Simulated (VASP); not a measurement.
# Ca (Fd-3m) in VASP: a series of runs

The runs below take Ca through single point, relaxation of cell and atoms, with pbe exchange, lda correlation.

Program: VASP 6.6.1. These are calculated values, not measurements. Logs are shortened: lines on timing, memory, paths and dates and some standing lists are left out, and cuts for length are marked.

### Step 1. The cell of the first run

Symmetry: Fd-3m, No. 227, cubic system. The conventional cell has a = 5.636 Å, b = 5.636 Å, c = 5.636 Å, α = 90.00°, β = 90.00°, γ = 90.00°. Within 3.2 Å of Ca (site symmetry -43m) lie 4 Ca at 2.44 Å.

This isn't the form of Ca at room conditions, which is fcc.

### Step 2. Single point, pbe exchange, lda correlation

The input, INCAR:

```
SYSTEM = Ca
  ALGO = Normal
  EDIFF = 1E-6
  ENCUT = 500
  GGA = LIBXC
  GGA_COMPAT = .False.
  ISIF = 2
  ISMEAR = -1
  LASPH = .True.
  LCHARG = .False.
  LIBXC1 = GGA_X_PBE
  LIBXC2 = LDA_C_PW
  LREAL = .False.
  LWAVE = .False.
  NBANDS = 17
  NELM = 120
  PREC = Accurate
  SIGMA = 0.1
```

The input, KPOINTS:

```
k-points
0
Gamma
  4 4 4
  0 0 0
```

The input, POSCAR:

```
Ca
1.0
    0.0000000000      2.8180430241      2.8180430241
    2.8180430241      0.0000000000      2.8180430241
    2.8180430241      2.8180430241      0.0000000000
Ca
2
Direct
    1.0000000000      1.0000000000      1.0000000000
    0.2500000000      0.2500000000      0.2500000000
```

Potentials or basis: VASP PAW PBE potentials, release 64 (Ca_sv).

Run with:

```
cat potpaw_PBE.64/Ca_sv/POTCAR > POTCAR
mpirun -np 1 vasp_std > vasp.out
```

OUTCAR:

```text
SYSTEM = Ca
   EDIFF = 1E-6
   ENCUT = 500
   GGA = LIBXC
   ISIF = 2
   ISMEAR = -1
   LASPH = .True.
   LREAL = .False.
   NELM = 120
   PREC = Accurate

 ion  position               nearest neighbor table
   1  0.000  0.000  0.000-   2 2.44   2 2.44   2 2.44   2 2.44
   2  0.250  0.250  0.250-   1 2.44   1 2.44   1 2.44   1 2.44

  LATTYP: Found a face centered cubic cell.
 ALAT       =     5.6360860482

  Lattice vectors:

 A1 = (   0.0000000000,   2.8180430241,   2.8180430241)
 A2 = (   2.8180430241,   0.0000000000,   2.8180430241)
 A3 = (   2.8180430241,   2.8180430241,   0.0000000000)

Analysis of symmetry for initial positions (statically):
=====================================================================
 Subroutine PRICEL returns:
 Original cell was already a primitive cell.

 Routine SETGRP: Setting up the symmetry group for a
 face centered cubic supercell.

 Subroutine GETGRP returns: Found 48 space group operations
 (whereof 24 operations were pure point group operations)
 out of a pool of 48 trial point group operations.

The static configuration has the point symmetry T_d .
 The point group associated with its full space group is O_h .

Analysis of symmetry for dynamics (positions and initial velocities):
=====================================================================
 Subroutine PRICEL returns:
 Original cell was already a primitive cell.

 Routine SETGRP: Setting up the symmetry group for a
 face centered cubic supercell.

 Subroutine GETGRP returns: Found 48 space group operations
 (whereof 24 operations were pure point group operations)
 out of a pool of 48 trial point group operations.

The dynamic configuration has the point symmetry T_d .
 The point group associated with its full space group is O_h .

 Subroutine INISYM returns: Found 48 space group operations
 (whereof 24 operations are pure point group operations),
 and found     1 'primitive' translations

----------------------------------------------------------------------------------------

                                     Primitive cell

  volume of cell :      44.7582

  direct lattice vectors                    reciprocal lattice vectors
     0.000000000  2.818043024  2.818043024    -0.177428093  0.177428093  0.177428093
     2.818043024  0.000000000  2.818043024     0.177428093 -0.177428093  0.177428093
     2.818043024  2.818043024  0.000000000     0.177428093  0.177428093 -0.177428093

  length of vectors
     3.985314664  3.985314664  3.985314664     0.307314472  0.307314472  0.307314472

  position of ions in fractional coordinates (direct lattice)
[... 62 lines left out ...]
   EDIFF  = 0.1E-05   stopping-criterion for ELM
   LREAL  =      F    real-space projection
   EDIFFG = 0.1E-04   stopping-criterion for IOM
   NSW    =      0    number of steps for IOM
   IBRION =     -1    ionic relax: 0-MD 1-quasi-New 2-CG
   NFREE  =      0    steps in history (QN), initial steepest desc. (CG)
   ISIF   =      2    stress and relaxation
   ISYM   =      2    0-nonsym 1-usesym 2-fastsym
   POTIM  = 0.5000    time-step for ionic-motion
   TEBEG  =    0.0;   TEEND  =   0.0 temperature during run
   PSTRESS=    0.0 pullay stress
   NELECT =      20.0000    total number of electrons
   NUPDOWN=      -1.0000    fix difference up-down
   EMIN   =  10.00;   EMAX   =-10.00  energy-range for DOS
   EFERMI =   0.00;   METHOD = LEGACY
   ISMEAR =    -1;   SIGMA  =   0.10  broadening in eV -4-tet -1-fermi 0-gaus
   EFERMI_NEDOS =   21; number of points for ismear=-14 and -15
   IALGO  =     38    algorithm
   IMIX   =      4    mixing-type and parameters
     AMIX     =   0.40;   BMIX     =  1.00
     AMIX_MAG =   1.60;   BMIX_MAG =  1.00
  volume/ion in A,a.u.               =      22.38       151.02
  Fermi-wavevector in a.u.,A,eV,Ry     =   1.251586  2.365154 21.313070  1.566466
  Thomas-Fermi vector in A             =   2.385526
   LORBIT       =      0    0 simple, 1 ext, 2 COOP (PROOUT), +10 PAW based schemes
   GGA     = LIBXC    functional components
   LHFCALC =     F    Hartree Fock is set to
   AEXX    =    0.0000 exact exchange contribution
   IVDW    =     0    specifies the selected vdW correction
   LEPSILON=     F    determine dielectric tensor
   LRPA    =     F    only Hartree local field effects (RPA)
 non-spin polarized calculation
  energy-cutoff  :      500.00
  volume of cell :       44.76
 maximum number of plane-waves:      1158
 NGX is ok and might be reduce to    30
   NGX = 15   NGY = 15   NGZ = 15

 number of electron      19.9999998 magnetization

 Free energy of the ion-electron system (eV)
  ---------------------------------------------------
  ext. energy  EPLUGINS =         0.00000000
  ---------------------------------------------------
  free energy    TOTEN  =         2.36617234 eV

  energy without entropy =        2.44300997  energy(sigma->0) =        2.40459116

 E-fermi :   4.7988     XC(G=0):  -9.7613

 val. band max:        4.7293707026   @ k =  -0.2500   0.2500   0.0000
 cond. band min:       4.9287313185   @ k =   0.2500   0.0000   0.0000
 fundamental gap:      0.1993606159
 Fermi energy:         4.7988156524

 k-point     1 :       0.0000    0.0000    0.0000
  band No.  band energies     occupation
      1     -37.5376      2.00000
      2     -36.0656      2.00000
      3     -18.7840      2.00000
      4     -18.7840      2.00000
      5     -18.7840      2.00000
      6     -17.2104      2.00000
[... 137 lines left out ...]
      4     -19.2871      2.00000
      5     -17.9670      2.00000
      6     -17.9670      2.00000
[... 9 lines left out ...]
     16       7.8843      0.00000
     17      11.0488      0.00000

------------------------ aborting loop because EDIFF is reached ----------------------------------------

  FORCE on cell =-STRESS in cart. coord.  units (eV):
  Direction    XX          YY          ZZ          XY          YZ          ZX
  --------------------------------------------------------------------------------------
  -------------------------------------------------------------------------------------
  Total        5.7986643      5.7986643      5.7986643      0.0000000      0.0000000      0.0000000
  in kB      207.5705299    207.5705299    207.5705299      0.0000000      0.0000000      0.0000000
  external PRESSURE =     207.5705299 kB  Pullay stress =       0.0000000 kB

 VOLUME and BASIS-vectors are now :
 -----------------------------------------------------------------------------
  energy-cutoff  :      500.00
  volume of cell :       44.76
      direct lattice vectors                 reciprocal lattice vectors
     0.000000000  2.818043024  2.818043024    -0.177428093  0.177428093  0.177428093
     2.818043024  0.000000000  2.818043024     0.177428093 -0.177428093  0.177428093
     2.818043024  2.818043024  0.000000000     0.177428093  0.177428093 -0.177428093

 POSITION                                       TOTAL-FORCE (eV/Angst)
 -----------------------------------------------------------------------------------
      0.00000      0.00000      0.00000         0.000000      0.000000      0.000000
      1.40902      1.40902      1.40902        -0.000000     -0.000000     -0.000000
 -----------------------------------------------------------------------------------
    total drift:                                0.000000     -0.000000      0.000000

  FREE ENERGIE OF THE ION-ELECTRON SYSTEM (eV)
  ---------------------------------------------------
  free  energy   TOTEN  =         2.3661723441 eV

  energy  without entropy=        2.4430099727  energy(sigma->0) =        2.40459116
```

Run time: 7.2 s. Hardware: 1 thread of AMD EPYC 7R13 (Zen 3), shared host; peak memory 0.13 GiB.

Results:

| Quantity | Value |
| --- | --- |
| Free energy | 2.3662 eV |
| Pressure | 20.8 GPa |
| Band gap on the k mesh | zero (bands 10 and 11 overlap by 0.48 eV) |

Levels at points of the mesh, in eV from the Fermi level:
```csv
k point,band 8,band 9,band 10,band 11,band 12,band 13
"(0.00, 0.00, 0.00)",-22.01,-3.75,0.42,0.42,1.77,1.77
"(0.50, 0.00, 0.00)",-21.74,-0.98,-0.18,0.34,0.34,1.62
"(0.50, 0.50, 0.00)",-21.46,-1.47,-1.47,1.73,1.73,2.95
```

Caveat: the k points lie up to 0.48 Å⁻¹ apart; the PAW data sets were made with another functional, which shifts forces and pressure a little.

(Part 1 of 2 ends here.)
